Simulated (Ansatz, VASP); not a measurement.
# Li2Hg: VASP beside Ansatz

```
Li Hg
1.0
     3.26151    0.00000    0.00000
    -1.63075    2.82455    0.00000
     0.00000    0.00000   13.60967
Li Hg
4 2
Cartesian
  0.0000 1.8830 11.1655
  0.0000 1.8830 2.4442
  0.0000 1.8830 6.8048
  1.6308 0.9415 0.0000
  1.6308 0.9415 4.6101
  1.6308 0.9415 8.9996
```

Alike in both runs: task relaxation of cell and atoms; functional PBE; k mesh 15 × 15 × 4; occupations gaussian, width 0.1 eV; no spin polarisation.

```csv
,VASP,Ansatz
version,VASP 6.6.1,Ansatz 0.2.0
potentials or method,"VASP PAW PBE potentials, release 64 (Li_sv, Hg), cutoff 600 eV","scalar-relativistic, plane waves, PAW"
valence electrons in the cell,36,52
```

|  | VASP | Ansatz | Ansatz less VASP |
| --- | --- | --- | --- |
| gap on the k mesh at the Fermi level, each at its own relaxed structure (eV) | none | none | - |
| relaxed volume (Å³/atom) | 20.90 | 20.90 | 0.000 |
| relaxed cell length with the largest relative difference (Å) | 3.262 | 3.262 | 0.0000 |

A gap of «none» marks a metal or a gap that the smearing closes. VASP's potentials hold 36 valence electrons a cell and Ansatz's 52, so a difference there can come from the potentials and not from the codes.

Spin-orbit coupling is off throughout. Noted on VASP's run: the cutoff is short for stress, so the pressure is rough; the relaxation stopped at its first step, so nothing moved.
